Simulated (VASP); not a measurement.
# Ru (P6_3/mmc) in VASP: a series of runs

Ru is run at these levels: LDA, r2SCAN; tasks: single point.

All numbers are computed with VASP 6.6.1; they aren't measurements. Logs are shortened: lines on timing, memory, paths and dates and some standing lists are left out, and cuts for length are marked.

## Step 1: The cell of the first run

Symmetry: P6_3/mmc, No. 194, hexagonal system. The conventional cell has a = 2.673 Å, b = 2.673 Å, c = 4.230 Å, α = 90.00°, β = 90.00°, γ = 120.00°. Ru (site symmetry -6m2) has 12 Ru at 2.62 to 2.67 Å within 3.5 Å.

## Step 2: Single point, LDA

File INCAR:

```
SYSTEM = Ru
ALGO = Normal
EDIFF = 1E-6
ENCUT = 560
GGA = CA
GGA_COMPAT = .FALSE.
ISIF = 2
ISMEAR = -1
LASPH = .TRUE.
LCHARG = .TRUE.
LELF = .TRUE.
LREAL = .FALSE.
LVHAR = .TRUE.
LWAVE = .FALSE.
NBANDS = 23
NELM = 120
PREC = Accurate
SIGMA = 0.05
```

File KPOINTS:

```
k-points
0
G
  11 11 6
  0 0 0
```

File POSCAR:

```
Ru
1.0
    2.6732581370      0.0000000000      0.0000000000
   -1.3366290685      2.3151094575      0.0000000000
    0.0000000000      0.0000000000      4.2297277235
Ru
2
Direct
    0.6666666667      0.3333333333      0.7500000000
    0.3333333333      0.6666666667      0.2500000000
```

Potentials or basis: VASP PAW LDA potentials, release 64 (Ru_sv).

Started as:

```
$ cat potpaw_LDA.64/Ru_sv/POTCAR > POTCAR
$ mpirun -np 1 vasp_std > vasp.out
```

OUTCAR:

```text
SYSTEM = Ru
   EDIFF = 1E-6
   ENCUT = 560
   GGA = CA
   ISIF = 2
   ISMEAR = -1
   LASPH = .TRUE.
   LREAL = .FALSE.
   NELM = 120
   PREC = Accurate

 ion  position               nearest neighbor table
   1  0.667  0.333  0.750-   2 2.62   2 2.62   2 2.62   2 2.62   2 2.62   2 2.62
   2  0.333  0.667  0.250-   1 2.62   1 2.62   1 2.62   1 2.62   1 2.62   1 2.62

  LATTYP: Found a hexagonal cell.
 ALAT       =     2.6732581370
 C/A-ratio  =     1.5822369209

  Lattice vectors:

 A1 = (   2.6732581370,   0.0000000000,   0.0000000000)
 A2 = (  -1.3366290685,   2.3151094575,   0.0000000000)
 A3 = (   0.0000000000,   0.0000000000,   4.2297277235)

Analysis of symmetry for initial positions (statically):
=====================================================================
 Subroutine PRICEL returns:
 Original cell was already a primitive cell.

 Routine SETGRP: Setting up the symmetry group for a
 hexagonal supercell.

 Subroutine GETGRP returns: Found 24 space group operations
 (whereof 12 operations were pure point group operations)
 out of a pool of 24 trial point group operations.

The static configuration has the point symmetry D_3d.
 The point group associated with its full space group is D_6h.

Analysis of symmetry for dynamics (positions and initial velocities):
=====================================================================
 Subroutine PRICEL returns:
 Original cell was already a primitive cell.

 Routine SETGRP: Setting up the symmetry group for a
 hexagonal supercell.

 Subroutine GETGRP returns: Found 24 space group operations
 (whereof 12 operations were pure point group operations)
 out of a pool of 24 trial point group operations.

The dynamic configuration has the point symmetry D_3d.
 The point group associated with its full space group is D_6h.

 Subroutine INISYM returns: Found 24 space group operations
 (whereof 12 operations are pure point group operations),
 and found     1 'primitive' translations

----------------------------------------------------------------------------------------

                                     Primitive cell

  volume of cell :      26.1773

  direct lattice vectors                    reciprocal lattice vectors
     2.673258137  0.000000000  0.000000000     0.374075360  0.215972510  0.000000000
    -1.336629068  2.315109458  0.000000000     0.000000000  0.431945020  0.000000000
     0.000000000  0.000000000  4.229727723     0.000000000  0.000000000  0.236421837

  length of vectors
     2.673258137  2.673258137  4.229727723     0.431945020  0.431945020  0.236421837

  position of ions in fractional coordinates (direct lattice)
     0.666666667  0.333333333  0.750000000
     0.333333333  0.666666667  0.250000000

  ion indices of the primitive-cell ions
   primitive index   ion index
                 1           1
                 2           2

----------------------------------------------------------------------------------------

 KPOINTS: k-points

Automatic generation of k-mesh.
 Grid dimensions read from file:
 generate k-points for:   11   11    6

 Generating k-lattice:

  Cartesian coordinates                     Fractional coordinates (reciprocal lattice)
     0.034006851  0.019633865  0.000000000     0.090909091  0.000000000  0.000000000
     0.000000000  0.039267729  0.000000000     0.000000000  0.090909091  0.000000000
     0.000000000  0.000000000  0.039403640     0.000000000  0.000000000  0.166666667

  Length of vectors
     0.039267729  0.039267729  0.039403640

  Shift w.r.t. Gamma in fractional coordinates (k-lattice)
     0.000000000  0.000000000  0.000000000

 Subroutine IBZKPT returns following result:
 ===========================================

 Found     64 irreducible k-points:

 Following reciprocal coordinates:
            Coordinates               Weight
  0.000000  0.000000  0.000000      1.000000
  0.090909  0.000000  0.000000      6.000000
  0.181818  0.000000  0.000000      6.000000
  0.272727  0.000000  0.000000      6.000000
  0.363636  0.000000  0.000000      6.000000
  0.454545  0.000000  0.000000      6.000000
[... 16 lines left out ...]
  0.090909  0.090909  0.166667     12.000000
  0.181818  0.090909  0.166667     24.000000
 [... further k-points ...]
   k-points           NKPTS =     64   k-points in BZ     NKDIM =     64   number of bands    NBANDS=     23
   number of dos      NEDOS =    301   number of ions     NIONS =      2
   total plane-waves  NPLWV =  20736
   dimension x,y,z NGX =    24 NGY =   24 NGZ =   36
   dimension x,y,z NGXF=    48 NGYF=   48 NGZF=   72
   ions per type =               2
   NGX,Y,Z   is equivalent  to a cutoff of  14.93, 14.93, 14.15 a.u.
   NGXF,Y,Z  is equivalent  to a cutoff of  29.85, 29.85, 28.30 a.u.
 SYSTEM =  Ru
   PREC   = accura    normal or accurate (medium, high low for compatibility)
   ISTART =      0    job   : 0-new  1-cont  2-samecut
   ICHARG =      2    charge: 1-file 2-atom 10-const
   ISPIN  =      1    spin polarized calculation?
   LNONCOLLINEAR =      F non collinear calculations
   LSORBIT =      F    spin-orbit coupling
   LASPH  =      T    aspherical Exc in radial PAW
   ENCUT  =  560.0 eV  41.16 Ry    6.42 a.u.   5.16  5.16  8.16*2*pi/ulx,y,z
   NELM   =    120;   NELMIN=  2; NELMDL= -5     # of ELM steps
   EDIFF  = 0.1E-05   stopping-criterion for ELM
   LREAL  =      F    real-space projection
[... 7 lines left out ...]
   TEBEG  =    0.0;   TEEND  =   0.0 temperature during run
   PSTRESS=    0.0 pullay stress
   NELECT =      32.0000    total number of electrons
   NUPDOWN=      -1.0000    fix difference up-down
   EMIN   =  10.00;   EMAX   =-10.00  energy-range for DOS
   EFERMI =   0.00;   METHOD = LEGACY
   ISMEAR =    -1;   SIGMA  =   0.05  broadening in eV -4-tet -1-fermi 0-gaus
   EFERMI_NEDOS =   21; number of points for ismear=-14 and -15
   IALGO  =     38    algorithm
   IMIX   =      4    mixing-type and parameters
     AMIX     =   0.40;   BMIX     =  1.00
     AMIX_MAG =   1.60;   BMIX_MAG =  1.00
  volume/ion in A,a.u.               =      13.09        88.33
  Fermi-wavevector in a.u.,A,eV,Ry     =   1.750451  3.307872 41.689306  3.064078
  Thomas-Fermi vector in A             =   2.821167
   LORBIT       =      0    0 simple, 1 ext, 2 COOP (PROOUT), +10 PAW based schemes
   GGA     = CA    functional components
   LHFCALC =     F    Hartree Fock is set to
   AEXX    =    0.0000 exact exchange contribution
   IVDW    =     0    specifies the selected vdW correction
   LEPSILON=     F    determine dielectric tensor
   LRPA    =     F    only Hartree local field effects (RPA)
 non-spin polarized calculation
  energy-cutoff  :      560.00
  volume of cell :       26.18
 maximum number of plane-waves:       808
 NGX is ok and might be reduce to    24
   NGX = 11   NGY = 11   NGZ = 17

 number of electron      32.0000003 magnetization

 Free energy of the ion-electron system (eV)
  ---------------------------------------------------
  ext. energy  EPLUGINS =         0.00000000
  ---------------------------------------------------
  free energy    TOTEN  =       -21.39585715 eV

  energy without entropy =      -21.37993078  energy(sigma->0) =      -21.38789397

 E-fermi :  15.6447     XC(G=0): -14.7438

 val. band max:       15.6259755891   @ k =   0.2727   0.0000   0.0000
 cond. band min:      15.6590834447   @ k =   0.2727   0.1818   0.1667
 fundamental gap:      0.0331078556
 Fermi energy:        15.6447453868

 k-point     1 :       0.0000    0.0000    0.0000
  band No.  band energies     occupation
      1     -57.0968      2.00000
      2     -56.8526      2.00000
      3     -27.8824      2.00000
      4     -26.8115      2.00000
      5     -26.8115      2.00000
      6     -26.6178      2.00000
[... 15 lines left out ...]
     22      30.6027      0.00000
     23      33.1303      0.00000

 k-point     2 :       0.0909    0.0000    0.0000
  band No.  band energies     occupation
      1     -57.0826      2.00000
      2     -56.8471      2.00000
      3     -27.8502      2.00000
      4     -26.8801      2.00000
      5     -26.8346      2.00000
      6     -26.6888      2.00000
[... 15 lines left out ...]
     22      31.1570      0.00000
     23      33.4917      0.00000

 k-point     3 :       0.1818    0.0000    0.0000
  band No.  band energies     occupation
      1     -57.0433      2.00000
      2     -56.8330      2.00000
      3     -27.7590      2.00000
      4     -27.0641      2.00000
      5     -26.8941      2.00000
      6     -26.8748      2.00000
[... 15 lines left out ...]
     22      31.8187      0.00000
     23      33.7440      0.00000

 k-point     4 :       0.2727    0.0000    0.0000
  band No.  band energies     occupation
      1     -56.9889      2.00000
      2     -56.8173      2.00000
      3     -27.6237      2.00000
      4     -27.3048      2.00000
      5     -27.1090      2.00000
      6     -26.9685      2.00000
[... 15 lines left out ...]
     22      29.5737      0.00000
     23      32.1781      0.00000

 k-point     5 :       0.3636    0.0000    0.0000
  band No.  band energies     occupation
      1     -56.9333      2.00000
      2     -56.8080      2.00000
      3     -27.5250      2.00000
      4     -27.4708      2.00000
      5     -27.3160      2.00000
      6     -27.0341      2.00000
[... 15 lines left out ...]
     22      26.9128      0.00000
     23      30.4767      0.00000

 k-point     6 :       0.4545    0.0000    0.0000
  band No.  band energies     occupation
      1     -56.8945      2.00000
      2     -56.8080      2.00000
      3     -27.6551      2.00000
      4     -27.4358      2.00000
      5     -27.3493      2.00000
      6     -27.0722      2.00000
[... 15 lines left out ...]
     22      27.7675      0.00000
     23      29.0710      0.00000

 k-point     7 :       0.0909    0.0909    0.0000
  band No.  band energies     occupation
      1     -57.0558      2.00000
      2     -56.8372      2.00000
      3     -27.7885      2.00000
      4     -26.9914      2.00000
      5     -26.9118      2.00000
      6     -26.7858      2.00000
[... 353 lines left out ...]
     22      29.9219      0.00000
     23      32.3614      0.00000

 k-point    21 :       0.3636    0.0000    0.1667
  band No.  band energies     occupation
      1     -56.9249      2.00000
      2     -56.8164      2.00000
      3     -27.6364      2.00000
      4     -27.4038      2.00000
      5     -27.2785      2.00000
      6     -27.0140      2.00000
[... 15 lines left out ...]
     22      28.3179      0.00000
     23      31.1194      0.00000

 k-point    22 :       0.4545    0.0000    0.1667
  band No.  band energies     occupation
      1     -56.8887      2.00000
      2     -56.8138      2.00000
      3     -27.7199      2.00000
      4     -27.5100      2.00000
      5     -27.2344      2.00000
      6     -27.0511      2.00000
[... 15 lines left out ...]
     22      27.8724      0.00000
     23      29.8283      0.00000

 k-point    23 :       0.0909    0.0909    0.1667
  band No.  band energies     occupation
      1     -57.0414      2.00000
      2     -56.8521      2.00000
      3     -27.7237      2.00000
      4     -26.9685      2.00000
      5     -26.9174      2.00000
      6     -26.8284      2.00000
[... 15 lines left out ...]
     22      31.5020      0.00000
     23      33.7891      0.00000

 k-point    24 :       0.1818    0.0909    0.1667
  band No.  band energies     occupation
      1     -56.9965      2.00000
      2     -56.8351      2.00000
      3     -27.6439      2.00000
      4     -27.1527      2.00000
      5     -27.0968      2.00000
      6     -26.9177      2.00000
[... 15 lines left out ...]
     22      31.1796      0.00000
     23      32.5478      0.00000

 [... further k-points ...]
[... 5 lines left out ...]
  --------------------------------------------------------------------------------------
  -------------------------------------------------------------------------------------
  Total        0.0847421      0.0847421      0.0931918     -0.0000000      0.0000000      0.0000000
  in kB        5.1866289      5.1866289      5.7037897     -0.0000000      0.0000000      0.0000000
  external PRESSURE =       5.3590158 kB  Pullay stress =       0.0000000 kB

 VOLUME and BASIS-vectors are now :
 -----------------------------------------------------------------------------
  energy-cutoff  :      560.00
  volume of cell :       26.18
      direct lattice vectors                 reciprocal lattice vectors
     2.673258137  0.000000000  0.000000000     0.374075360  0.215972510  0.000000000
    -1.336629068  2.315109458  0.000000000     0.000000000  0.431945020  0.000000000
     0.000000000  0.000000000  4.229727723     0.000000000  0.000000000  0.236421837

 POSITION                                       TOTAL-FORCE (eV/Angst)
 -----------------------------------------------------------------------------------
      1.33663      0.77170      3.17230        -0.000000      0.000000      0.000000
     -0.00000      1.54341      1.05743         0.000000      0.000000      0.000000
 -----------------------------------------------------------------------------------
    total drift:                                0.000000     -0.000000      0.000000

  FREE ENERGIE OF THE ION-ELECTRON SYSTEM (eV)
  ---------------------------------------------------
  free  energy   TOTEN  =       -21.3958571544 eV

  energy  without entropy=      -21.3799307791  energy(sigma->0) =      -21.38789397
```

It took 26 s on 1 thread of Intel Xeon Platinum 8488C (Sapphire Rapids), shared host; peak memory 0.16 GiB.

Results:

| Property | Result |
| --- | --- |
| Free energy | -21.3959 eV |
| Pressure | 0.5 GPa |
| Band gap on the k mesh | zero (bands 16 and 17 overlap by 3.26 eV) |

Levels at points of the mesh, in eV from the Fermi level:
| k point | band 13 | band 14 | band 15 | band 16 | band 17 | band 18 | band 19 | band 20 |
| --- | --- | --- | --- | --- | --- | --- | --- | --- |
| (0.00, 0.00, 0.00) | -2.50 | -1.96 | -1.96 | -1.40 | -1.40 | 1.33 | 1.33 | 1.41 |
| (0.00, 0.00, 0.50) | -2.86 | -2.86 | -2.77 | -2.77 | 0.66 | 0.66 | 0.66 | 0.66 |

## Step 3: Single point, r2SCAN

This run uses another cell than the first one, of 12.76 Å³/atom.

File POSCAR:

```
Ru
1.0
    2.6505640930      0.0000000000      0.0000000000
   -1.3252820465      2.2954558389      0.0000000000
    0.0000000000      0.0000000000      4.1944897589
Ru
2
Direct
    0.6666666667      0.3333333333      0.7500000000
    0.3333333333      0.6666666667      0.2500000000
```

File INCAR.step1:

```
SYSTEM = Ru
  ALGO = Normal
  EDIFF = 1E-5
  ENCUT = 620
  GGA = PE
  GGA_COMPAT = .False.
  ISMEAR = -1
  LASPH = .True.
  LCHARG = .False.
  LREAL = .False.
  LWAVE = .True.
  NBANDS = 23
  NELM = 120
  PREC = Accurate
  SIGMA = 0.05
```

File INCAR.step2:

```
SYSTEM = Ru
  ALGO = Normal
  EDIFF = 1E-6
  ENCUT = 620
  GGA_COMPAT = .False.
  ISIF = 2
  ISMEAR = -1
  ISTART = 1
  LASPH = .True.
  LCHARG = .False.
  LMIXTAU = .True.
  LREAL = .False.
  LWAVE = .False.
  METAGGA = R2SCAN
  NBANDS = 23
  NELM = 120
  PREC = Accurate
  SIGMA = 0.05
```

File KPOINTS:

```
k-points
0
Gamma
  11 11 6
  0 0 0
```

Potentials or basis: VASP PAW PBE potentials, release 64 (Ru_sv).

Started as:

```
$ cat potpaw_PBE.64/Ru_sv/POTCAR > POTCAR
$ cp INCAR.step1 INCAR
$ mpirun -np 1 vasp_std > vasp.out
$ cp INCAR.step2 INCAR
$ mpirun -np 1 vasp_std > vasp.out
```

It took 2.2 min on 1 thread of Intel Xeon Platinum 8375C at 2.90GHz (Ice Lake), shared host; peak memory 0.18 GiB.

It converged, with:

| Quantity | Value |
| --- | --- |
| Free energy | -50.8423 eV |
| Pressure | 21.8 GPa |
| Band gap on the k mesh | zero (bands 16 and 17 overlap by 3.53 eV) |

Stress tensor (GPa, compression positive):
```
21.58  0.00  0.00
 0.00 21.58  0.00
 0.00  0.00 22.13
```

Levels at points of the mesh, in eV from the Fermi level:
| k point | band 12 | band 13 | band 14 | band 15 | band 16 | band 17 | band 18 | band 19 | band 20 | band 21 |
| --- | --- | --- | --- | --- | --- | --- | --- | --- | --- | --- |
| (0.00, 0.00, 0.00) | -2.89 | -2.69 | -2.11 | -2.11 | -1.52 | -1.52 | 1.42 | 1.42 | 1.52 | 11.66 |
| (0.00, 0.00, 0.50) | -3.08 | -3.08 | -3.08 | -2.95 | -2.95 | 0.70 | 0.70 | 0.70 | 0.70 | 15.15 |

Caveat: the cell stands under pressure; the PAW data sets were made with another functional, which shifts forces and pressure a little.

The gap in the log of VASP goes by the Fermi energy; the results here count the filled bands.